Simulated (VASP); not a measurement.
# Ta2Si (I4/mcm) in VASP: further runs, part 2 of 2

VASP 6.6.1.

## 3. Single point, PBEsol (strain -0.040 along x and y, +0.000 along z)

The input, INCAR:

```
ALGO = Fast
EDIFF = 1E-6
ENCUT = 520
GGA = PS
ISIF = 2
ISMEAR = 0
LASPH = True
LCHARG = False
LREAL = False
LWAVE = False
NBANDS = 35
NELM = 80
PREC = Accurate
SIGMA = 0.15
```

The input, KPOINTS:

```
k-points
0
Gamma
  12 12 12
```

The input, POSCAR:

```
Ta2Si
1.0
   -2.9456416507      2.9456416507      2.5198993614
    2.9456416507     -2.9456416507      2.5198993614
    2.9456416507      2.9456416507     -2.5198993614
Ta Si
4 2
Direct
    0.6630661939      0.8369338061      0.5000000000
    0.8369338061      0.3369338061      0.1738676123
    0.3369338061      0.1630661939      0.5000000000
    0.1630661939      0.6630661939      0.8261323878
    0.2500000000      0.2500000000      0.0000000000
    0.7500000000      0.7500000000      0.0000000000
```

Potentials or basis: VASP PAW PBE potentials, release 64 (Ta_pv, Si).

The run is started by

```bash
$ cat potpaw_PBE.64/Ta_pv/POTCAR potpaw_PBE.64/Si/POTCAR > POTCAR
$ mpirun -np 1 vasp_std > vasp.out
```

OUTCAR:

```text
EDIFF = 1E-6
   ENCUT = 520
   GGA = PS
   ISIF = 2
   ISMEAR = 0
   LASPH = True
   LREAL = False
   NELM = 80
   PREC = Accurate

 ion  position               nearest neighbor table
   1  0.663  0.837  0.500-   5 2.54   6 2.54   6 2.54   5 2.54   3 2.72   3 2.91   3 2.91   2 3.12
                             4 3.12   4 3.12   2 3.12   2 3.17   4 3.17   4 3.17   2 3.17
   2  0.837  0.337  0.174-   6 2.54   5 2.54   5 2.54   6 2.54   4 2.72   4 2.91   4 2.91   1 3.12
                             3 3.12   3 3.12   1 3.12   3 3.17   1 3.17   3 3.17   1 3.17
   3  0.337  0.163  0.500-   6 2.54   5 2.54   5 2.54   6 2.54   1 2.72   1 2.91   1 2.91   2 3.12
                             4 3.12   4 3.12   2 3.12   2 3.17   4 3.17   4 3.17   2 3.17
   4  0.163  0.663  0.826-   6 2.54   5 2.54   5 2.54   6 2.54   2 2.72   2 2.91   2 2.91   1 3.12
                             3 3.12   3 3.12   1 3.12   1 3.17   3 3.17   3 3.17   1 3.17
   5  0.250  0.250  0.000-   6 2.52   6 2.52   2 2.54   4 2.54   1 2.54   3 2.54   4 2.54   1 2.54
                             3 2.54   2 2.54
   6  0.750  0.750  0.000-   5 2.52   5 2.52   2 2.54   4 2.54   3 2.54   1 2.54   3 2.54   4 2.54
                             1 2.54   2 2.54

  LATTYP: Found a body centered tetragonal cell.
 ALAT       =     5.8912833014
 C/A-ratio  =     0.8554670460

  Lattice vectors:

 A1 = (  -2.9456416507,   2.9456416507,   2.5198993614)
 A2 = (   2.9456416507,  -2.9456416507,   2.5198993614)
 A3 = (   2.9456416507,   2.9456416507,  -2.5198993614)

Analysis of symmetry for initial positions (statically):
=====================================================================
 Subroutine PRICEL returns:
 Original cell was already a primitive cell.

 Routine SETGRP: Setting up the symmetry group for a
 body centered tetragonal supercell.

 Subroutine GETGRP returns: Found 16 space group operations
 (whereof  8 operations were pure point group operations)
 out of a pool of 16 trial point group operations.

The static configuration has the point symmetry C_4h.
 The point group associated with its full space group is D_4h.

Analysis of symmetry for dynamics (positions and initial velocities):
=====================================================================
 Subroutine PRICEL returns:
 Original cell was already a primitive cell.

 Routine SETGRP: Setting up the symmetry group for a
 body centered tetragonal supercell.

 Subroutine GETGRP returns: Found 16 space group operations
 (whereof  8 operations were pure point group operations)
 out of a pool of 16 trial point group operations.

The dynamic configuration has the point symmetry C_4h.
 The point group associated with its full space group is D_4h.

 Subroutine INISYM returns: Found 16 space group operations
 (whereof  8 operations are pure point group operations),
 and found     1 'primitive' translations

----------------------------------------------------------------------------------------

                                     Primitive cell

  volume of cell :      87.4587

  direct lattice vectors                    reciprocal lattice vectors
    -2.945641651  2.945641651  2.519899361     0.000000000  0.169742304  0.198420623
     2.945641651 -2.945641651  2.519899361     0.169742304  0.000000000  0.198420623
     2.945641651  2.945641651 -2.519899361     0.169742304  0.169742304  0.000000000

  length of vectors
     4.868624268  4.868624268  4.868624268     0.261119117  0.261119117  0.240051868

  position of ions in fractional coordinates (direct lattice)
     0.663066194  0.836933806  0.500000000
[... 46 lines left out ...]
  0.250000  0.000000  0.000000      8.000000
  0.333333 -0.000000  0.000000      8.000000
  0.416667 -0.000000  0.000000      8.000000
[... 16 lines left out ...]
  0.500000  0.166667  0.000000     16.000000
 -0.416667  0.166667 -0.000000     16.000000
 [... further k-points ...]
   k-points           NKPTS =    163   k-points in BZ     NKDIM =    163   number of bands    NBANDS=     35
   number of dos      NEDOS =    301   number of ions     NIONS =      6
   total plane-waves  NPLWV =  46656
   dimension x,y,z NGX =    36 NGY =   36 NGZ =   36
   dimension x,y,z NGXF=    72 NGYF=   72 NGZF=   72
   ions per type =               4   2
   NGX,Y,Z   is equivalent  to a cutoff of  12.29, 12.29, 12.29 a.u.
   NGXF,Y,Z  is equivalent  to a cutoff of  24.59, 24.59, 24.59 a.u.
 SYSTEM =  unknown system
   PREC   = accura    normal or accurate (medium, high low for compatibility)
   ISTART =      0    job   : 0-new  1-cont  2-samecut
   ICHARG =      2    charge: 1-file 2-atom 10-const
   ISPIN  =      1    spin polarized calculation?
   LNONCOLLINEAR =      F non collinear calculations
   LSORBIT =      F    spin-orbit coupling
   LASPH  =      T    aspherical Exc in radial PAW
   ENCUT  =  520.0 eV  38.22 Ry    6.18 a.u.   9.05  9.05  9.05*2*pi/ulx,y,z
   NELM   =     80;   NELMIN=  2; NELMDL= -5     # of ELM steps
   EDIFF  = 0.1E-05   stopping-criterion for ELM
   LREAL  =      F    real-space projection
   EDIFFG = 0.1E-04   stopping-criterion for IOM
   NSW    =      0    number of steps for IOM
   IBRION =     -1    ionic relax: 0-MD 1-quasi-New 2-CG
   NFREE  =      0    steps in history (QN), initial steepest desc. (CG)
   ISIF   =      2    stress and relaxation
   ISYM   =      2    0-nonsym 1-usesym 2-fastsym
   POTIM  = 0.5000    time-step for ionic-motion
   TEBEG  =    0.0;   TEEND  =   0.0 temperature during run
   PSTRESS=    0.0 pullay stress
   NELECT =      52.0000    total number of electrons
   NUPDOWN=      -1.0000    fix difference up-down
   EMIN   =  10.00;   EMAX   =-10.00  energy-range for DOS
   EFERMI =   0.00;   METHOD = LEGACY
   ISMEAR =     0;   SIGMA  =   0.15  broadening in eV -4-tet -1-fermi 0-gaus
   EFERMI_NEDOS =   21; number of points for ismear=-14 and -15
   IALGO  =     68    algorithm
   IMIX   =      4    mixing-type and parameters
     AMIX     =   0.40;   BMIX     =  1.00
     AMIX_MAG =   1.60;   BMIX_MAG =  1.00
  volume/ion in A,a.u.               =      14.58        98.37
  Fermi-wavevector in a.u.,A,eV,Ry     =   1.376602  2.601400 25.783476  1.895032
  Thomas-Fermi vector in A             =   2.501831
   LORBIT       =      0    0 simple, 1 ext, 2 COOP (PROOUT), +10 PAW based schemes
   GGA     = PS    functional components
   LHFCALC =     F    Hartree Fock is set to
   AEXX    =    0.0000 exact exchange contribution
   IVDW    =     0    specifies the selected vdW correction
   LEPSILON=     F    determine dielectric tensor
   LRPA    =     F    only Hartree local field effects (RPA)
 non-spin polarized calculation
 RMM-DIIS sequential band-by-band and
 Gauss-broadening in eV      SIGMA  =   0.15
  energy-cutoff  :      520.00
  volume of cell :       87.46
 maximum number of plane-waves:      2390
   NGX = 19   NGY = 19   NGZ = 19

 number of electron      52.0000001 magnetization

 Free energy of the ion-electron system (eV)
  ---------------------------------------------------
  ext. energy  EPLUGINS =         0.00000000
  ---------------------------------------------------
  free energy    TOTEN  =       -64.75303109 eV

  energy without entropy =      -64.72247123  energy(sigma->0) =      -64.73775116

 E-fermi :   8.3006     XC(G=0): -13.0045

 val. band max:        8.2992327234   @ k =  -0.4167   0.4167   0.2500
 cond. band min:       8.3030331655   @ k =  -0.1667   0.2500   0.1667
 fundamental gap:      0.0038004421
 Fermi energy:         8.3005938947

 k-point     1 :       0.0000    0.0000    0.0000
  band No.  band energies     occupation
      1     -26.0686      2.00000
      2     -25.9752      2.00000
      3     -25.9752      2.00000
      4     -25.9114      2.00000
      5     -25.9114      2.00000
      6     -25.8894      2.00000
[... 901 lines left out ...]
     34      12.4593      0.00000
     35      12.8712      0.00000

 [... further k-points ...]
[... 5 lines left out ...]
  --------------------------------------------------------------------------------------
  -------------------------------------------------------------------------------------
  Total       14.2718644     14.2718644      8.9469727      0.0000000      0.0000000      0.0000000
  in kB      261.4497810    261.4497810    163.9017841      0.0000000      0.0000000      0.0000000
  external PRESSURE =     228.9337820 kB  Pullay stress =       0.0000000 kB

 VOLUME and BASIS-vectors are now :
 -----------------------------------------------------------------------------
  energy-cutoff  :      520.00
  volume of cell :       87.46
      direct lattice vectors                 reciprocal lattice vectors
    -2.945641651  2.945641651  2.519899361     0.000000000  0.169742304  0.198420623
     2.945641651 -2.945641651  2.519899361     0.169742304  0.000000000  0.198420623
     2.945641651  2.945641651 -2.519899361     0.169742304  0.169742304  0.000000000

 POSITION                                       TOTAL-FORCE (eV/Angst)
 -----------------------------------------------------------------------------------
      1.98497      0.96067      2.51990         0.089405     -0.089405      0.000000
     -0.96067      1.98497      2.51990         0.089405      0.089405      0.000000
      0.96067      1.98497      0.00000        -0.089405      0.089405      0.000000
      3.90631      0.96067      0.00000        -0.089405     -0.089405     -0.000000
      0.00000      0.00000      1.25995        -0.000000      0.000000      0.000000
      0.00000      0.00000      3.77985        -0.000000      0.000000      0.000000
 -----------------------------------------------------------------------------------
    total drift:                               -0.000000     -0.000000      0.000000

  FREE ENERGIE OF THE ION-ELECTRON SYSTEM (eV)
  ---------------------------------------------------
  free  energy   TOTEN  =       -64.7530310945 eV

  energy  without entropy=      -64.7224712296  energy(sigma->0) =      -64.73775116
```

OSZICAR:

```text
N       E                     dE             d eps       ncg     rms          rms(c)
DAV:   1     0.463862365778E+03    0.46386E+03   -0.27853E+04 11410   0.152E+03
DAV:   2    -0.469184788191E+02   -0.51078E+03   -0.49786E+03 12584   0.440E+02
DAV:   3    -0.676748721249E+02   -0.20756E+02   -0.20168E+02 14416   0.801E+01
DAV:   4    -0.680747156801E+02   -0.39984E+00   -0.39731E+00 13945   0.106E+01
DAV:   5    -0.680807820580E+02   -0.60664E-02   -0.60557E-02 14013   0.128E+00    0.375E+01
RMM:   6    -0.651429398204E+02    0.29378E+01   -0.58035E+00 12401   0.107E+01    0.177E+01
RMM:   7    -0.647966870021E+02    0.34625E+00   -0.40704E+00 13148   0.811E+00    0.221E+00
RMM:   8    -0.647503952135E+02    0.46292E-01   -0.30922E-01 13599   0.263E+00    0.173E+00
RMM:   9    -0.647536501524E+02   -0.32549E-02   -0.60470E-02 14801   0.100E+00    0.709E-01
RMM:  10    -0.647532779657E+02    0.37219E-03   -0.14098E-02 14025   0.517E-01    0.315E-01
RMM:  11    -0.647531937023E+02    0.84263E-04   -0.41432E-03 13892   0.299E-01    0.308E-01
RMM:  12    -0.647529990333E+02    0.19467E-03   -0.11911E-03 13868   0.177E-01    0.633E-02
RMM:  13    -0.647530287678E+02   -0.29735E-04   -0.33045E-04 15903   0.721E-02    0.343E-02
RMM:  14    -0.647530321100E+02   -0.33422E-05   -0.35629E-05 15289   0.294E-02    0.301E-02
RMM:  15    -0.647530306698E+02    0.14402E-05   -0.92390E-06 12196   0.147E-02    0.658E-03
RMM:  16    -0.647530310945E+02   -0.42471E-06   -0.22532E-06 10022   0.776E-03
   1 F= -.64753031E+02 E0= -.64737751E+02  d E =-.305599E-01
```

It took 16 min on 1 thread of Oxide Virtual Turin-like, shared host; peak memory 0.45 GiB.

What came out:

```yaml
Free_energy: -64.7530 eV
Pressure: 22.9 GPa
Largest_force: 0.126 eV/Å
Band_gap_on_the_k_mesh: zero (band 26 reaches 8.55 eV, above the bottom of band 27 at 7.91 eV)
```

Forces on the atoms (eV/Å):
```
Ta   0.089 -0.089  0.000
Ta   0.089  0.089  0.000
Ta  -0.089  0.089  0.000
Ta  -0.089 -0.089  0.000
Si   0.000  0.000  0.000
Si   0.000  0.000  0.000
```

Levels at points of the mesh, in eV from the Fermi level:
| k point | band 24 | band 25 | band 26 | band 27 | band 28 | band 29 |
| --- | --- | --- | --- | --- | --- | --- |
| (0.00, 0.00, 0.00) | -1.98 | -0.20 | 0.25 | 0.97 | 1.73 | 1.73 |
| (0.50, 0.00, 0.00) | -2.10 | -0.93 | -0.93 | 0.69 | 0.69 | 2.12 |
| (0.50, 0.50, 0.00) | -1.20 | -0.44 | -0.07 | 0.26 | 0.77 | 1.44 |
| (0.50, 0.50, 0.50) | -0.95 | -0.95 | -0.94 | -0.18 | 0.32 | 0.79 |

Caveat: the cell differs from its parent crystal (strain -0.040 along x and y, +0.000 along z); the PAW data sets were made with another functional, which shifts forces and pressure a little; spin-orbit coupling is left out, which moves the levels of the heavy elements.
